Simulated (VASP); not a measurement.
# Sc (Pm-3n) in VASP: single point with LDA

Aim: the single point of Sc with LDA.

All numbers are computed with VASP 6.6.1; they aren't measurements. Logs are shortened: lines on timing, memory, paths and dates and some standing lists are left out, and cuts for length are marked.

### Step 1. The cell of the first run

Symmetry: Pm-3n, No. 223, cubic system. The conventional cell has a = 5.712 Å, b = 5.712 Å, c = 5.712 Å, α = 90.00°, β = 90.00°, γ = 90.00°. Within 4.2 Å of Sc (site symmetry m-3) lie 12 Sc at 3.19 Å. Within 3.8 Å of Sc (site symmetry -4m2) lie 14 Sc at 2.86 to 3.50 Å.

### Step 2. Single point, LDA

Contents of INCAR:

```
PREC = Accurate ; ENCUT = 520
EDIFF = 1E-6 ; ISMEAR = -1
SIGMA = 0.1 ; LREAL = False
LASPH = True ; NELM = 100
ALGO = Normal ; ISIF = 2
LWAVE = False ; LCHARG = False
NBANDS = 54
```

Contents of KPOINTS:

```
regular mesh
0
Gamma
  5 5 5
```

Contents of POSCAR:

```
Sc
1.0
    5.7117853480      0.0000000000      0.0000000000
    0.0000000000      5.7117853480      0.0000000000
    0.0000000000      0.0000000000      5.7117853480
Sc
8
Direct
    0.0000000000      0.0000000000      1.0000000000
    0.5000000000      0.5000000000      0.5000000000
    0.2500000000      0.0000000000      0.5000000000
    0.7500000000      0.0000000000      0.5000000000
    0.5000000000      0.2500000000      1.0000000000
    0.5000000000      0.7500000000      0.0000000000
    1.0000000000      0.5000000000      0.2500000000
    1.0000000000      0.5000000000      0.7500000000
```

Potentials or basis: VASP PAW LDA potentials, release 64 (Sc_sv).

Run with:

```sh
$ cat potpaw_LDA.64/Sc_sv/POTCAR > POTCAR
$ mpirun -np 1 vasp_std > vasp.out
```

OUTCAR:

```text
PREC = Accurate
   ENCUT = 520
   EDIFF = 1E-6
   ISMEAR = -1
   LREAL = False
   LASPH = True
   NELM = 100
   ISIF = 2

 ion  position               nearest neighbor table
   1  0.000  0.000  0.000-   3 3.19   4 3.19   5 3.19   6 3.19   7 3.19   8 3.19   3 3.19   4 3.19
                             7 3.19   8 3.19   5 3.19   6 3.19
   2  0.500  0.500  0.500-   3 3.19   4 3.19   5 3.19   6 3.19   7 3.19   8 3.19   5 3.19   6 3.19
                             3 3.19   4 3.19   7 3.19   8 3.19
   3  0.250  0.000  0.500-   4 2.86   4 2.86   1 3.19   1 3.19   2 3.19   2 3.19
   4  0.750  0.000  0.500-   3 2.86   3 2.86   1 3.19   1 3.19   2 3.19   2 3.19
   5  0.500  0.250  0.000-   6 2.86   6 2.86   1 3.19   2 3.19   2 3.19   1 3.19
   6  0.500  0.750  0.000-   5 2.86   5 2.86   1 3.19   2 3.19   2 3.19   1 3.19
   7  0.000  0.500  0.250-   8 2.86   8 2.86   1 3.19   2 3.19   1 3.19   2 3.19
   8  0.000  0.500  0.750-   7 2.86   7 2.86   1 3.19   2 3.19   1 3.19   2 3.19

  LATTYP: Found a simple cubic cell.
 ALAT       =     5.7117853480

  Lattice vectors:

 A1 = (   5.7117853480,   0.0000000000,   0.0000000000)
 A2 = (   0.0000000000,   5.7117853480,   0.0000000000)
 A3 = (   0.0000000000,   0.0000000000,   5.7117853480)

Analysis of symmetry for initial positions (statically):
=====================================================================
 Subroutine PRICEL returns:
 Original cell was already a primitive cell.

 Routine SETGRP: Setting up the symmetry group for a
 simple cubic supercell.

 Subroutine GETGRP returns: Found 48 space group operations
 (whereof 24 operations were pure point group operations)
 out of a pool of 48 trial point group operations.

The static configuration has the point symmetry T_h .
 The point group associated with its full space group is O_h .

Analysis of symmetry for dynamics (positions and initial velocities):
=====================================================================
 Subroutine PRICEL returns:
 Original cell was already a primitive cell.

 Routine SETGRP: Setting up the symmetry group for a
 simple cubic supercell.

 Subroutine GETGRP returns: Found 48 space group operations
 (whereof 24 operations were pure point group operations)
 out of a pool of 48 trial point group operations.

The dynamic configuration has the point symmetry T_h .
 The point group associated with its full space group is O_h .

 Subroutine INISYM returns: Found 48 space group operations
 (whereof 24 operations are pure point group operations),
 and found     1 'primitive' translations

----------------------------------------------------------------------------------------

                                     Primitive cell

  volume of cell :     186.3441

  direct lattice vectors                    reciprocal lattice vectors
     5.711785348  0.000000000  0.000000000     0.175076607  0.000000000  0.000000000
     0.000000000  5.711785348  0.000000000     0.000000000  0.175076607  0.000000000
     0.000000000  0.000000000  5.711785348     0.000000000  0.000000000  0.175076607

  length of vectors
     5.711785348  5.711785348  5.711785348     0.175076607  0.175076607  0.175076607

  position of ions in fractional coordinates (direct lattice)
     0.000000000  0.000000000  0.000000000
     0.500000000  0.500000000  0.500000000
     0.250000000  0.000000000  0.500000000
     0.750000000  0.000000000  0.500000000
     0.500000000  0.250000000  0.000000000
     0.500000000  0.750000000  0.000000000
     0.000000000  0.500000000  0.250000000
     0.000000000  0.500000000  0.750000000

  ion indices of the primitive-cell ions
   primitive index   ion index
                 1           1
                 2           2
                 3           3
                 4           4
                 5           5
                 6           6
                 7           7
                 8           8

----------------------------------------------------------------------------------------

 KPOINTS: regular mesh

Automatic generation of k-mesh.
 Grid dimensions read from file:
 generate k-points for:    5    5    5

 Generating k-lattice:

  Cartesian coordinates                     Fractional coordinates (reciprocal lattice)
     0.035015321  0.000000000  0.000000000     0.200000000  0.000000000  0.000000000
     0.000000000  0.035015321  0.000000000     0.000000000  0.200000000  0.000000000
     0.000000000  0.000000000  0.035015321     0.000000000  0.000000000  0.200000000

  Length of vectors
     0.035015321  0.035015321  0.035015321

  Shift w.r.t. Gamma in fractional coordinates (k-lattice)
     0.000000000  0.000000000  0.000000000

 Subroutine IBZKPT returns following result:
 ===========================================

 Found     10 irreducible k-points:

 Following reciprocal coordinates:
            Coordinates               Weight
  0.000000  0.000000  0.000000      1.000000
  0.200000  0.000000  0.000000      6.000000
  0.400000  0.000000  0.000000      6.000000
  0.200000  0.200000  0.000000     12.000000
  0.400000  0.200000  0.000000     24.000000
  0.400000  0.400000  0.000000     12.000000
  0.200000  0.200000  0.200000      8.000000
  0.400000  0.200000  0.200000     24.000000
  0.400000  0.400000  0.200000     24.000000
  0.400000  0.400000  0.400000      8.000000
   k-points           NKPTS =     10   k-points in BZ     NKDIM =     10   number of bands    NBANDS=     54
   number of dos      NEDOS =    301   number of ions     NIONS =      8
   total plane-waves  NPLWV =  74088
   dimension x,y,z NGX =    42 NGY =   42 NGZ =   42
   dimension x,y,z NGXF=    84 NGYF=   84 NGZF=   84
   ions per type =               8
   NGX,Y,Z   is equivalent  to a cutoff of  12.22, 12.22, 12.22 a.u.
   NGXF,Y,Z  is equivalent  to a cutoff of  24.45, 24.45, 24.45 a.u.
 SYSTEM =  unknown system
   PREC   = accura    normal or accurate (medium, high low for compatibility)
   ISTART =      0    job   : 0-new  1-cont  2-samecut
   ICHARG =      2    charge: 1-file 2-atom 10-const
   ISPIN  =      1    spin polarized calculation?
   LNONCOLLINEAR =      F non collinear calculations
   LSORBIT =      F    spin-orbit coupling
   LASPH  =      T    aspherical Exc in radial PAW
   ENCUT  =  520.0 eV  38.22 Ry    6.18 a.u.  10.62 10.62 10.62*2*pi/ulx,y,z
   NELM   =    100;   NELMIN=  2; NELMDL= -5     # of ELM steps
   EDIFF  = 0.1E-05   stopping-criterion for ELM
   LREAL  =      F    real-space projection
   EDIFFG = 0.1E-04   stopping-criterion for IOM
   NSW    =      0    number of steps for IOM
   IBRION =     -1    ionic relax: 0-MD 1-quasi-New 2-CG
   NFREE  =      0    steps in history (QN), initial steepest desc. (CG)
   ISIF   =      2    stress and relaxation
   ISYM   =      2    0-nonsym 1-usesym 2-fastsym
   POTIM  = 0.5000    time-step for ionic-motion
   TEBEG  =    0.0;   TEEND  =   0.0 temperature during run
   PSTRESS=    0.0 pullay stress
   NELECT =      88.0000    total number of electrons
   NUPDOWN=      -1.0000    fix difference up-down
   EMIN   =  10.00;   EMAX   =-10.00  energy-range for DOS
   EFERMI =   0.00;   METHOD = LEGACY
   ISMEAR =    -1;   SIGMA  =   0.10  broadening in eV -4-tet -1-fermi 0-gaus
   EFERMI_NEDOS =   21; number of points for ismear=-14 and -15
   IALGO  =     38    algorithm
   IMIX   =      4    mixing-type and parameters
     AMIX     =   0.40;   BMIX     =  1.00
     AMIX_MAG =   1.60;   BMIX_MAG =  1.00
  volume/ion in A,a.u.               =      23.29       157.19
  Fermi-wavevector in a.u.,A,eV,Ry     =   1.274864  2.409144 22.113251  1.625278
  Thomas-Fermi vector in A             =   2.407608
   LORBIT       =      0    0 simple, 1 ext, 2 COOP (PROOUT), +10 PAW based schemes
   GGA     = CA    functional components
   LHFCALC =     F    Hartree Fock is set to
   AEXX    =    0.0000 exact exchange contribution
   IVDW    =     0    specifies the selected vdW correction
   LEPSILON=     F    determine dielectric tensor
   LRPA    =     F    only Hartree local field effects (RPA)
 non-spin polarized calculation
  energy-cutoff  :      520.00
  volume of cell :      186.34
 maximum number of plane-waves:      5035
   NGX = 21   NGY = 21   NGZ = 21

 number of electron      87.9999971 magnetization

 Free energy of the ion-electron system (eV)
  ---------------------------------------------------
  ext. energy  EPLUGINS =         0.00000000
  ---------------------------------------------------
  free energy    TOTEN  =       -52.11418885 eV

  energy without entropy =      -51.31838513  energy(sigma->0) =      -51.71628699

 E-fermi :   3.8998     XC(G=0): -10.3670

 val. band max:        3.8931183585   @ k =   0.4000   0.2000   0.0000
 cond. band min:       3.9089228296   @ k =   0.2000   0.0000   0.0000
 fundamental gap:      0.0158044711
 Fermi energy:         3.8998098775

 k-point     1 :       0.0000    0.0000    0.0000
  band No.  band energies     occupation
      1     -44.8538      2.00000
      2     -44.8131      2.00000
      3     -44.8131      2.00000
      4     -44.7236      2.00000
      5     -44.7236      2.00000
      6     -44.7236      2.00000
[... 46 lines left out ...]
     53       5.1309      0.00001
     54       5.1313      0.00001

 k-point     2 :       0.2000    0.0000    0.0000
  band No.  band energies     occupation
      1     -44.8476      2.00000
      2     -44.8152      2.00000
      3     -44.8066      2.00000
      4     -44.7344      2.00000
      5     -44.7236      2.00000
      6     -44.7236      2.00000
[... 46 lines left out ...]
     53       5.1394      0.00001
     54       5.1775      0.00001
[... 397 lines left out ...]
     53       4.9643      0.00005
     54       5.1033      0.00001

 k-point    10 :       0.4000    0.4000    0.4000
  band No.  band energies     occupation
      1     -44.7934      2.00000
      2     -44.7867      2.00000
      3     -44.7867      2.00000
      4     -44.7587      2.00000
      5     -44.7587      2.00000
      6     -44.7570      2.00000
[... 46 lines left out ...]
     53       4.8124      0.00022
     54       4.8340      0.00018

------------------------ aborting loop because EDIFF is reached ----------------------------------------

  FORCE on cell =-STRESS in cart. coord.  units (eV):
  Direction    XX          YY          ZZ          XY          YZ          ZX
  --------------------------------------------------------------------------------------
  -------------------------------------------------------------------------------------
  Total        0.0842569      0.0842569      0.0842569     -0.0000000      0.0000000     -0.0000000
  in kB        0.7244369      0.7244369      0.7244369     -0.0000000      0.0000000     -0.0000000
  external PRESSURE =       0.7244369 kB  Pullay stress =       0.0000000 kB

 VOLUME and BASIS-vectors are now :
 -----------------------------------------------------------------------------
  energy-cutoff  :      520.00
  volume of cell :      186.34
      direct lattice vectors                 reciprocal lattice vectors
     5.711785348  0.000000000  0.000000000     0.175076607  0.000000000  0.000000000
     0.000000000  5.711785348  0.000000000     0.000000000  0.175076607  0.000000000
     0.000000000  0.000000000  5.711785348     0.000000000  0.000000000  0.175076607

 POSITION                                       TOTAL-FORCE (eV/Angst)
 -----------------------------------------------------------------------------------
      0.00000      0.00000      0.00000        -0.000000      0.000000     -0.000000
      2.85589      2.85589      2.85589        -0.000000      0.000000     -0.000000
      1.42795      0.00000      2.85589        -0.000000     -0.000000      0.000000
      4.28384      0.00000      2.85589         0.000000      0.000000     -0.000000
      2.85589      1.42795      0.00000        -0.000000      0.000000     -0.000000
      2.85589      4.28384      0.00000         0.000000     -0.000000     -0.000000
      0.00000      2.85589      1.42795         0.000000     -0.000000     -0.000000
      0.00000      2.85589      4.28384        -0.000000      0.000000      0.000000
 -----------------------------------------------------------------------------------
    total drift:                                0.000000     -0.000000     -0.000000

  FREE ENERGIE OF THE ION-ELECTRON SYSTEM (eV)
  ---------------------------------------------------
  free  energy   TOTEN  =       -52.1141888532 eV

  energy  without entropy=      -51.3183851258  energy(sigma->0) =      -51.71628699
```

Run time: 2.2 min. Hardware: 1 thread of Intel Xeon Platinum 8259CL at 2.50GHz (Skylake/Cascade Lake), shared host; peak memory 0.23 GiB.

What came out:

- Free energy: -52.1142 eV
- Pressure: 0.1 GPa
- Band gap on the k mesh: zero (band 44 reaches 3.93 eV, above the bottom of band 45 at 3.52 eV)
